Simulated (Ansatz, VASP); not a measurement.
SrTiO3: VASP beside Ansatz

INCAR

```
PREC = Accurate
ENCUT = 520
EDIFF = 1E-6
ISMEAR = 0
SIGMA = 0.05
LREAL = False
LASPH = True
NELM = 60
ALGO = Normal
ISIF = 2
LWAVE = False
LCHARG = False
GGA = PS
NBANDS = 28
```

The input KPOINTS:

```
regular mesh
0
Gamma
  8 8 8
```

Contents of POSCAR:

```
SrTiO3
1.0
    4.0078537395      0.0000000000      0.0000000000
    0.0000000000      4.0078537395      0.0000000000
    0.0000000000      0.0000000000      3.8327533334
Sr Ti O
1 1 3
Direct
    0.0000000000      0.0000000000      0.0000000000
    0.5000000000      0.5000000000      0.5000000000
    0.0000000000      0.5000000000      0.5000000000
    0.5000000000      0.0000000000      0.5000000000
    0.5000000000      0.5000000000      0.0000000000
```

Input for Ansatz:

```yaml
crystal:
  lattice:
    - [4.0078537395, 0.0, 0.0]
    - [0.0, 4.0078537395, 0.0]
    - [0.0, 0.0, 3.8327533334]
  atoms:
    - { symbol: Sr, position: [0.0, 0.0, 0.0] }
    - { symbol: Ti, position: [0.5, 0.5, 0.5] }
    - { symbol: O, position: [0.0, 0.5, 0.5] }
    - { symbol: O, position: [0.5, 0.0, 0.5] }
    - { symbol: O, position: [0.5, 0.5, 0.0] }
basis:
  ecutwfc: 420
kpoints:
  mp_grid: { grid: [8, 8, 8] }
hamiltonian:
  xc: pbesol
scf:
  occupations: { method: gaussian, width: 0.05 }
output:
  forces: true
  stress: true
  eigenvalues: true
```

Change from the starting cell: strain +0.030 along x and y, -0.015 along z, atoms carried along.

Alike in both runs: task single point; functional PBEsol; k mesh 8 × 8 × 8; occupations gaussian, width 0.05 eV; no spin polarisation.

|  | VASP | Ansatz |
| --- | --- | --- |
| version | VASP 6.6.1 | Ansatz 0.2.0 |
| potentials or method | VASP PAW PBE potentials, release 64 (Sr_sv, Ti_sv, O), cutoff 520 eV | scalar-relativistic, plane waves, PAW |
| valence electrons in the cell | 40 | 40 |

```tsv
	VASP	Ansatz	Ansatz less VASP
gap on the k mesh at the Fermi level (eV)	1.68	1.71	+0.032
least direct gap on the mesh (eV)	2.05	2.07	+0.023
pressure (GPa)	-6.3	-6.9	-0.61
traceless stress, the component that is largest in VASP (GPa)	6.59	6.50	-0.093
```

VASP's potentials were made for PBE, not for PBEsol.
